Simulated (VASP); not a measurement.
# Ba (Pm-3m) in VASP: notebook, part 2 of 2

VASP 6.6.1.

### 4 Relaxation of cell and atoms, PBE, target pressure 20 GPa, at which the enthalpy is minimised

This run uses another cell than the first one, of 69.43 Å³/atom.

INCAR reads:

```
SYSTEM = Ba
PREC     = Accurate       ! precision mode
ENCUT    = 600            ! plane-wave cutoff, eV
EDIFF    = 1E-6           ! SCF threshold, eV
ISMEAR   = -1             ! smearing method
SIGMA    = 0.1            ! smearing width, eV
LREAL    = .FALSE.        ! projectors in reciprocal space
LASPH    = .TRUE.         ! aspherical terms in the spheres
NELM     = 80             ! most SCF steps
ALGO     = Normal         ! electronic algorithm
ISIF     = 3              ! what is computed and relaxed
LWAVE    = .FALSE.        ! write WAVECAR
LCHARG   = .FALSE.        ! write CHGCAR
GGA      = PE             ! functional
IBRION   = 2              ! ionic algorithm
NSW      = 80             ! ionic steps
EDIFFG   = -0.02          ! ionic threshold
PSTRESS  = 200.0
```

KPOINTS reads:

```
regular mesh
0
G
  10 10 10
  0 0 0
```

POSCAR reads:

```
Ba
1.0
    4.1100000000      0.0000000000      0.0000000000
    0.0000000000      4.1100000000      0.0000000000
    0.0000000000      0.0000000000      4.1100000000
Ba
1
Direct
    0.0000000000      0.0000000000      0.0000000000
```

Potentials or basis: VASP PAW PBE potentials, release 64 (Ba_sv).

Started as:

```bash
cat potpaw_PBE.64/Ba_sv/POTCAR > POTCAR
mpirun -np 1 vasp_std > vasp.out
```

OUTCAR:

```text
SYSTEM = Ba
   PREC = Accurate
   ENCUT = 600
   EDIFF = 1E-6
   ISMEAR = -1
   LREAL = .FALSE.
   LASPH = .TRUE.
   NELM = 80
   ISIF = 3
   GGA = PE
   IBRION = 2
   NSW = 80
   EDIFFG = -0.02
   PSTRESS = 200.0

 ion  position               nearest neighbor table
   1  0.000  0.000  0.000-

  LATTYP: Found a simple cubic cell.
 ALAT       =     4.1100000000

  Lattice vectors:

 A1 = (   4.1100000000,   0.0000000000,   0.0000000000)
 A2 = (   0.0000000000,   4.1100000000,   0.0000000000)
 A3 = (   0.0000000000,   0.0000000000,   4.1100000000)

Analysis of symmetry for initial positions (statically):
=====================================================================
 Subroutine PRICEL returns:
 Original cell was already a primitive cell.

[... 179 lines left out ...]
  in kB       -5.7489310     -5.7489310     -5.7489310      0.0000000     -0.0000000      0.0000000
  external PRESSURE =    -205.7489310 kB  Pullay stress =     200.0000000 kB
[... 680 lines left out ...]
 k-point    24 :       0.3000    0.1000    0.1000
  band No.  band energies     occupation
      1     -26.1018      2.00000
      2     -11.6786      2.00000
      3     -10.7504      2.00000
      4     -10.7321      2.00000
      5       1.8297      1.99970
      6       3.3967      0.00208
      7       4.1938      0.00000
      8       6.0768      0.00000
      9       6.5737      0.00000

 [... further k-points ...]

[... ionic steps 4 to 17 ...]

--------------------------------------- Ionic step       18  -------------------------------------------

 number of electron      10.0000000 magnetization

------------------------ aborting loop because EDIFF is reached ----------------------------------------
[... 69 lines left out ...]
--------------------------------------- Ionic step       20  -------------------------------------------

 number of electron      10.0000000 magnetization

 Free energy of the ion-electron system (eV)
  ---------------------------------------------------
  ext. energy  EPLUGINS =         0.00000000
  ---------------------------------------------------
  free energy    TOTEN  =        -0.46481400 eV

  energy without entropy =       -0.41509045  energy(sigma->0) =       -0.43995223

 E-fermi :   5.2122     XC(G=0): -10.1983

 val. band max:        5.2082787659   @ k =   0.1000   0.1000   0.1000
 cond. band min:       5.2318703690   @ k =   0.2000   0.2000   0.1000
 fundamental gap:      0.0235916031
 Fermi energy:         5.2121836401
[... 320 lines left out ...]
  energy  without entropy=       -0.4150904491  energy(sigma->0) =       -0.43995223

  enthalpy is  TOTEN    =         3.2768529594 eV   P V=        3.7416669624

 reached required accuracy - stopping structural energy minimisation
```

It took 2 min on 1 thread of AMD EPYC 9R45 (Zen 5), shared host; peak memory 0.24 GiB.

What came out:

```
Free energy                                                : -0.4648 eV
Relaxed volume                                             : 29.97 Å³/atom
Relaxed cell                                               : a = 3.106 Å, b = 3.106 Å, c = 3.106 Å, α = 90.00°, β = 90.00°, γ = 90.00°
Space group after relaxing (to 0.1 Å)                      : Pm-3m (No. 221)
Energy change on relaxing (the run minimises the enthalpy) : +1134.8 meV/atom
Ionic steps                                                : 20
Pressure after relaxing                                    : 20.0 GPa
Band gap on the k mesh                                     : zero (bands 5 and 6 overlap by 2.59 eV)
```

Step by step:
| step | energy change (eV) | largest force (eV/Å) | pressure (GPa) | volume (Å³) |
| --- | --- | --- | --- | --- |
| 1 | 0.0000 | 0.0000 | -0.57 | 69.43 |
| 2 | 15.2177 | 0.0000 | 534.87 | 12.85 |
| 3 | 0.0162 | 0.0000 | 1.27 | 54.70 |
| 4 | 0.1332 | 0.0000 | 3.65 | 46.70 |
| 5 | 1.1928 | 0.0000 | 21.07 | 29.52 |
| 6 | 1.1181 | 0.0000 | 19.67 | 30.11 |
| 7 | 1.1183 | 0.0000 | 19.66 | 30.11 |
| 8 | 1.1190 | 0.0000 | 19.68 | 30.10 |
| 9 | 1.1190 | 0.0000 | 19.68 | 30.10 |
| 10 | 1.1190 | 0.0000 | 19.69 | 30.10 |
| 11 | 1.1190 | 0.0000 | 19.69 | 30.10 |
| 12 | 1.1190 | 0.0000 | 19.68 | 30.10 |
| 13 | 1.1191 | 0.0000 | 19.68 | 30.10 |
| 14 | 1.1192 | 0.0000 | 19.68 | 30.10 |
| 15 | 1.1194 | 0.0000 | 19.67 | 30.10 |
| 16 | 1.1199 | 0.0000 | 19.66 | 30.09 |
| 17 | 1.1209 | 0.0000 | 19.72 | 30.09 |
| 18 | 1.1229 | 0.0000 | 19.75 | 30.07 |
| 19 | 1.1269 | 0.0000 | 19.83 | 30.04 |
| 20 | 1.1348 | 0.0000 | 19.97 | 29.97 |

Final structure:
```
Ba
1.0
     3.10634    0.00000    0.00000
     0.00000    3.10634    0.00000
     0.00000    0.00000    3.10634
Ba
1
Direct
  0.00000 0.00000 0.00000
```

Caveat: the cell is relaxed towards a set pressure, so the run minimises the enthalpy, not the energy; the volume moved by over 15 % at a fixed basis, so the end points are rough; spin-orbit coupling is left out, which moves the levels of the heavy elements.

### 5 The runs side by side

```csv
task,cell,cutoff (eV),gap on the mesh (eV),pressure (GPa)
single point,"a = 3.957 Å, 1 atom",520,none,0.1
relaxation of cell and atoms,"relaxed from a = 4.110 Å, 1 atom",600,none,0.0
relaxation of cell and atoms,"relaxed to 20 GPa from a = 4.110 Å, 1 atom",600,none,20.0
```

Alike in all rows: level PBE; potentials or basis VASP PAW PBE potentials, release 64 (Ba_sv); no spin polarisation; k mesh 10 × 10 × 10; smearing fermi-dirac 0.1 eV.

Caveats: spin-orbit coupling is left out, which moves the levels of the heavy elements; the cell is relaxed towards a set pressure, so the run minimises the enthalpy, not the energy (at least some runs); the volume moved by over 15 % at a fixed basis, so the end points are rough (at least some runs).

Total energies depend on the potentials used, so only differences within one code and one set of settings carry meaning.

The gap in the log of VASP goes by the Fermi energy; the results here count the filled bands.